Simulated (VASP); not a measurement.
# BiSbS (P-3m1) in VASP: single point with PBE

Aim: the single point of BiSbS with PBE.

Everything below comes from runs of VASP 6.6.1. Logs are shortened: lines on timing, memory, paths and dates and some standing lists are left out, and cuts for length are marked.

## 1. The cell of the first run

It takes space group P-3m1 (No. 164, trigonal). The conventional cell has a = 4.883 Å, b = 4.883 Å, c = 7.528 Å, α = 90.00°, β = 90.00°, γ = 120.00°. Within 4.3 Å of Sb (site symmetry 3m) lie 6 S at 2.97 to 4.00 Å and 5 Bi at 3.18 to 4.21 Å and 3 Sb at 3.37 Å. Within 4.3 Å of Bi (site symmetry 3m) lie 6 S at 3.13 to 3.70 Å and 5 Sb at 3.18 to 4.21 Å and 3 Bi at 3.93 Å. Within 3.9 Å of S (site symmetry -3m) lie 6 Sb at 2.97 Å and 6 Bi at 3.70 Å and 2 S at 3.76 Å. S (site symmetry -3m) has 6 Bi at 3.13 Å and 2 S at 3.76 Å and 6 Sb at 4.00 Å within 4.1 Å.

## 2. Single point, PBE

INCAR reads:

```
SYSTEM = BiSbS
PREC = Accurate
ENCUT = 520
EDIFF = 1E-7
ISMEAR = 0
SIGMA = 0.1
LREAL = .FALSE.
LASPH = .TRUE.
NELM = 60
ALGO = Normal
ISIF = 2
LWAVE = .FALSE.
LCHARG = .FALSE.
GGA = PE
NBANDS = 35
```

KPOINTS reads:

```
regular mesh
0
G
  12 12 6
  0 0 0
```

POSCAR reads:

```
BiSbS
1.0
    4.8831760273      0.0000000000      0.0000000000
   -2.4415880136      4.2289544908      0.0000000000
    0.0000000000      0.0000000000      7.5276401958
Sb Bi S
2 2 2
Direct
    0.3333333333      0.6666666667      0.3773456379
    0.6666666667      0.3333333333      0.6226543621
    0.3333333333      0.6666666667      0.8184836219
    0.6666666667      0.3333333333      0.1815163781
    0.0000000000      0.0000000000      0.5000000000
    0.0000000000      0.0000000000      0.0000000000
```

Potentials or basis: VASP PAW PBE potentials, release 64 (Sb, Bi_d, S).

Run with:

```console
cat potpaw_PBE.64/Sb/POTCAR potpaw_PBE.64/Bi_d/POTCAR potpaw_PBE.64/S/POTCAR > POTCAR
mpirun -np 1 vasp_std > vasp.out
```

OUTCAR:

```text
SYSTEM = BiSbS
   PREC = Accurate
   ENCUT = 520
   EDIFF = 1E-7
   ISMEAR = 0
   LREAL = .FALSE.
   LASPH = .TRUE.
   NELM = 60
   ISIF = 2
   GGA = PE

 ion  position               nearest neighbor table
   1  0.333  0.667  0.377-   5 2.97   5 2.97   5 2.97   4 3.18   4 3.18   4 3.18   3 3.32   2 3.37
                             2 3.37   2 3.37
   2  0.667  0.333  0.623-   5 2.97   5 2.97   5 2.97   3 3.18   3 3.18   3 3.18   4 3.32   1 3.37
                             1 3.37   1 3.37
   3  0.333  0.667  0.818-   6 3.13   6 3.13   6 3.13   2 3.18   2 3.18   2 3.18   1 3.32
   4  0.667  0.333  0.182-   6 3.13   6 3.13   6 3.13   1 3.18   1 3.18   1 3.18   2 3.32
   5  0.000  0.000  0.500-   1 2.97   2 2.97   1 2.97   2 2.97   2 2.97   1 2.97
   6  0.000  0.000  0.000-   3 3.13   4 3.13   3 3.13   4 3.13   4 3.13   3 3.13

  LATTYP: Found a hexagonal cell.
 ALAT       =     4.8831760273
 C/A-ratio  =     1.5415459434

  Lattice vectors:

 A1 = (   4.8831760273,   0.0000000000,   0.0000000000)
 A2 = (  -2.4415880136,   4.2289544908,   0.0000000000)
 A3 = (   0.0000000000,   0.0000000000,   7.5276401958)

Analysis of symmetry for initial positions (statically):
=====================================================================
 Subroutine PRICEL returns:
 Original cell was already a primitive cell.

 Routine SETGRP: Setting up the symmetry group for a
 hexagonal supercell.

 Subroutine GETGRP returns: Found 12 space group operations
 (whereof 12 operations were pure point group operations)
 out of a pool of 24 trial point group operations.

The static configuration has the point symmetry D_3d.

Analysis of symmetry for dynamics (positions and initial velocities):
=====================================================================
 Subroutine PRICEL returns:
 Original cell was already a primitive cell.

 Routine SETGRP: Setting up the symmetry group for a
 hexagonal supercell.

 Subroutine GETGRP returns: Found 12 space group operations
 (whereof 12 operations were pure point group operations)
 out of a pool of 24 trial point group operations.

The dynamic configuration has the point symmetry D_3d.

 Subroutine INISYM returns: Found 12 space group operations
 (whereof 12 operations are pure point group operations),
 and found     1 'primitive' translations

----------------------------------------------------------------------------------------

                                     Primitive cell

  volume of cell :     155.4513

  direct lattice vectors                    reciprocal lattice vectors
     4.883176027  0.000000000  0.000000000     0.204784754  0.118232533  0.000000000
    -2.441588014  4.228954491  0.000000000     0.000000000  0.236465065  0.000000000
     0.000000000  0.000000000  7.527640196     0.000000000  0.000000000  0.132843756

  length of vectors
     4.883176027  4.883176027  7.527640196     0.236465065  0.236465065  0.132843756

  position of ions in fractional coordinates (direct lattice)
     0.333333333  0.666666667  0.377345638
     0.666666667  0.333333333  0.622654362
     0.333333333  0.666666667  0.818483622
     0.666666667  0.333333333  0.181516378
     0.000000000  0.000000000  0.500000000
     0.000000000  0.000000000  0.000000000

  ion indices of the primitive-cell ions
   primitive index   ion index
                 1           1
                 2           2
                 3           3
                 4           4
                 5           5
                 6           6

----------------------------------------------------------------------------------------

 KPOINTS: regular mesh

Automatic generation of k-mesh.
 Grid dimensions read from file:
 generate k-points for:   12   12    6

 Generating k-lattice:

  Cartesian coordinates                     Fractional coordinates (reciprocal lattice)
     0.017065396  0.009852711  0.000000000     0.083333333  0.000000000  0.000000000
     0.000000000  0.019705422  0.000000000     0.000000000  0.083333333  0.000000000
     0.000000000  0.000000000  0.022140626     0.000000000  0.000000000  0.166666667

  Length of vectors
     0.019705422  0.019705422  0.022140626

  Shift w.r.t. Gamma in fractional coordinates (k-lattice)
     0.000000000  0.000000000  0.000000000

 Subroutine IBZKPT returns following result:
 ===========================================

 Found    100 irreducible k-points:

 Following reciprocal coordinates:
            Coordinates               Weight
  0.000000  0.000000  0.000000      1.000000
  0.083333 -0.000000  0.000000      6.000000
  0.166667 -0.000000  0.000000      6.000000
  0.250000 -0.000000  0.000000      6.000000
  0.333333 -0.000000  0.000000      6.000000
  0.416667 -0.000000  0.000000      6.000000
[... 16 lines left out ...]
  0.166667 -0.000000  0.166667      6.000000
  0.000000  0.166667  0.166667      6.000000
 [... further k-points ...]
   k-points           NKPTS =    100   k-points in BZ     NKDIM =    100   number of bands    NBANDS=     35
   number of dos      NEDOS =    301   number of ions     NIONS =      6
   total plane-waves  NPLWV =  72576
   dimension x,y,z NGX =    36 NGY =   36 NGZ =   56
   dimension x,y,z NGXF=    72 NGYF=   72 NGZF=  112
   ions per type =               2   2   2
   NGX,Y,Z   is equivalent  to a cutoff of  12.26, 12.26, 12.37 a.u.
   NGXF,Y,Z  is equivalent  to a cutoff of  24.51, 24.51, 24.73 a.u.
 SYSTEM =  BiSbS
   PREC   = accura    normal or accurate (medium, high low for compatibility)
   ISTART =      0    job   : 0-new  1-cont  2-samecut
   ICHARG =      2    charge: 1-file 2-atom 10-const
   ISPIN  =      1    spin polarized calculation?
   LNONCOLLINEAR =      F non collinear calculations
   LSORBIT =      F    spin-orbit coupling
   LASPH  =      T    aspherical Exc in radial PAW
   ENCUT  =  520.0 eV  38.22 Ry    6.18 a.u.   9.08  9.08 14.00*2*pi/ulx,y,z
   NELM   =     60;   NELMIN=  2; NELMDL= -5     # of ELM steps
   EDIFF  = 0.1E-06   stopping-criterion for ELM
   LREAL  =      F    real-space projection
   EDIFFG = 0.1E-05   stopping-criterion for IOM
   NSW    =      0    number of steps for IOM
   IBRION =     -1    ionic relax: 0-MD 1-quasi-New 2-CG
   NFREE  =      0    steps in history (QN), initial steepest desc. (CG)
   ISIF   =      2    stress and relaxation
   ISYM   =      2    0-nonsym 1-usesym 2-fastsym
   POTIM  = 0.5000    time-step for ionic-motion
   TEBEG  =    0.0;   TEEND  =   0.0 temperature during run
   PSTRESS=    0.0 pullay stress
   NELECT =      52.0000    total number of electrons
   NUPDOWN=      -1.0000    fix difference up-down
   EMIN   =  10.00;   EMAX   =-10.00  energy-range for DOS
   EFERMI =   0.00;   METHOD = LEGACY
   ISMEAR =     0;   SIGMA  =   0.10  broadening in eV -4-tet -1-fermi 0-gaus
   EFERMI_NEDOS =   21; number of points for ismear=-14 and -15
   IALGO  =     38    algorithm
   IMIX   =      4    mixing-type and parameters
     AMIX     =   0.40;   BMIX     =  1.00
     AMIX_MAG =   1.60;   BMIX_MAG =  1.00
  volume/ion in A,a.u.               =      25.91       174.84
  Fermi-wavevector in a.u.,A,eV,Ry     =   1.136435  2.147550 17.571708  1.291484
  Thomas-Fermi vector in A             =   2.273140
   LORBIT       =      0    0 simple, 1 ext, 2 COOP (PROOUT), +10 PAW based schemes
   GGA     = PE    functional components
   LHFCALC =     F    Hartree Fock is set to
   AEXX    =    0.0000 exact exchange contribution
   IVDW    =     0    specifies the selected vdW correction
   LEPSILON=     F    determine dielectric tensor
   LRPA    =     F    only Hartree local field effects (RPA)
 non-spin polarized calculation
 Gauss-broadening in eV      SIGMA  =   0.10
  energy-cutoff  :      520.00
  volume of cell :      155.45
 maximum number of plane-waves:      4221
   NGX = 19   NGY = 19   NGZ = 27

 number of electron      51.9999999 magnetization

 Free energy of the ion-electron system (eV)
  ---------------------------------------------------
  ext. energy  EPLUGINS =         0.00000000
  ---------------------------------------------------
  free energy    TOTEN  =       -23.15061751 eV

  energy without entropy =      -23.13491542  energy(sigma->0) =      -23.14276646

 E-fermi :   7.2296     XC(G=0): -10.1304

 val. band max:        7.2272353759   @ k =   0.2500  -0.0000   0.0000
 cond. band min:       7.2332563449   @ k =   0.1667   0.1667   0.3333
 fundamental gap:      0.0060209690
 Fermi energy:         7.2295591986

 k-point     1 :       0.0000    0.0000    0.0000
  band No.  band energies     occupation
      1     -15.8451      2.00000
      2     -15.8423      2.00000
      3     -15.8423      2.00000
      4     -15.8356      2.00000
      5     -15.8269      2.00000
      6     -15.8269      2.00000
[... 27 lines left out ...]
     34      11.5259      0.00000
     35      11.7594      0.00000

 k-point     2 :       0.0833   -0.0000    0.0000
  band No.  band energies     occupation
      1     -15.8451      2.00000
      2     -15.8426      2.00000
      3     -15.8420      2.00000
      4     -15.8356      2.00000
      5     -15.8271      2.00000
      6     -15.8264      2.00000
[... 27 lines left out ...]
     34      11.6512      0.00000
     35      11.7119      0.00000

 k-point     3 :       0.1667   -0.0000    0.0000
  band No.  band energies     occupation
      1     -15.8450      2.00000
      2     -15.8432      2.00000
      3     -15.8413      2.00000
      4     -15.8358      2.00000
      5     -15.8277      2.00000
      6     -15.8253      2.00000
[... 27 lines left out ...]
     34      11.5103      0.00000
     35      12.0755      0.00000

 k-point     4 :       0.2500   -0.0000    0.0000
  band No.  band energies     occupation
      1     -15.8446      2.00000
      2     -15.8441      2.00000
      3     -15.8408      2.00000
      4     -15.8361      2.00000
      5     -15.8281      2.00000
      6     -15.8238      2.00000
[... 27 lines left out ...]
     34      11.2205      0.00000
     35      12.7071      0.00000

 k-point     5 :       0.3333   -0.0000    0.0000
  band No.  band energies     occupation
      1     -15.8448      2.00000
      2     -15.8440      2.00000
      3     -15.8407      2.00000
      4     -15.8366      2.00000
      5     -15.8278      2.00000
      6     -15.8223      2.00000
[... 638 lines left out ...]
 k-point    22 :       0.0000    0.0833    0.1667
  band No.  band energies     occupation
      1     -15.8453      2.00000
      2     -15.8425      2.00000
      3     -15.8419      2.00000
      4     -15.8355      2.00000
      5     -15.8273      2.00000
      6     -15.8266      2.00000
[... 27 lines left out ...]
     34      11.6020      0.00000
     35      11.6435      0.00000

 k-point    23 :       0.1667   -0.0000    0.1667
  band No.  band energies     occupation
      1     -15.8452      2.00000
      2     -15.8431      2.00000
      3     -15.8412      2.00000
      4     -15.8356      2.00000
      5     -15.8278      2.00000
      6     -15.8255      2.00000
[... 27 lines left out ...]
     34      11.7878      0.00000
     35      12.3163      0.00000

 k-point    24 :       0.0000    0.1667    0.1667
  band No.  band energies     occupation
      1     -15.8452      2.00000
      2     -15.8431      2.00000
      3     -15.8411      2.00000
      4     -15.8356      2.00000
      5     -15.8279      2.00000
      6     -15.8255      2.00000
[... 27 lines left out ...]
     34      11.1674      0.00000
     35      11.8768      0.00000

 [... further k-points ...]

------------------------ aborting loop because EDIFF is reached ----------------------------------------

  FORCE on cell =-STRESS in cart. coord.  units (eV):
  Direction    XX          YY          ZZ          XY          YZ          ZX
  --------------------------------------------------------------------------------------
  -------------------------------------------------------------------------------------
  Total       -0.1108228     -0.1108228     -0.1247424     -0.0000000      0.0000000      0.0000000
  in kB       -1.1422091     -1.1422091     -1.2856731     -0.0000000      0.0000000      0.0000000
  external PRESSURE =      -1.1900304 kB  Pullay stress =       0.0000000 kB

 VOLUME and BASIS-vectors are now :
 -----------------------------------------------------------------------------
  energy-cutoff  :      520.00
  volume of cell :      155.45
      direct lattice vectors                 reciprocal lattice vectors
     4.883176027  0.000000000  0.000000000     0.204784754  0.118232533  0.000000000
    -2.441588014  4.228954491  0.000000000     0.000000000  0.236465065  0.000000000
     0.000000000  0.000000000  7.527640196     0.000000000  0.000000000  0.132843756

 POSITION                                       TOTAL-FORCE (eV/Angst)
 -----------------------------------------------------------------------------------
     -0.00000      2.81930      2.84052         0.000000      0.000000      0.012723
      2.44159      1.40965      4.68712        -0.000000      0.000000     -0.012723
     -0.00000      2.81930      6.16125         0.000000      0.000000     -0.009775
      2.44159      1.40965      1.36639        -0.000000     -0.000000      0.009775
      0.00000      0.00000      3.76382        -0.000000      0.000000      0.000000
      0.00000      0.00000      0.00000        -0.000000      0.000000      0.000000
 -----------------------------------------------------------------------------------
    total drift:                                0.000000     -0.000000      0.000000

  FREE ENERGIE OF THE ION-ELECTRON SYSTEM (eV)
  ---------------------------------------------------
  free  energy   TOTEN  =       -23.1506175066 eV

  energy  without entropy=      -23.1349154167  energy(sigma->0) =      -23.14276646
```

Wall time 6.3 min (1 thread of Intel Xeon Platinum 8259CL at 2.50GHz (Skylake/Cascade Lake), shared host); peak memory 0.6 GiB.

Results:

| Property | Result |
| --- | --- |
| Free energy | -23.1506 eV |
| Pressure | -0.1 GPa |
| Largest force | 0.013 eV/Å |
| Band gap on the k mesh | zero (bands 26 and 27 overlap by 1.85 eV) |

Forces in eV/Å, atoms in the order of the input:
```
Sb   0.000  0.000  0.013
Sb   0.000  0.000 -0.013
Bi   0.000  0.000 -0.010
Bi   0.000  0.000  0.010
S    0.000  0.000  0.000
S    0.000  0.000  0.000
```

Caveat: spin-orbit coupling is left out, which moves the levels of the heavy elements.
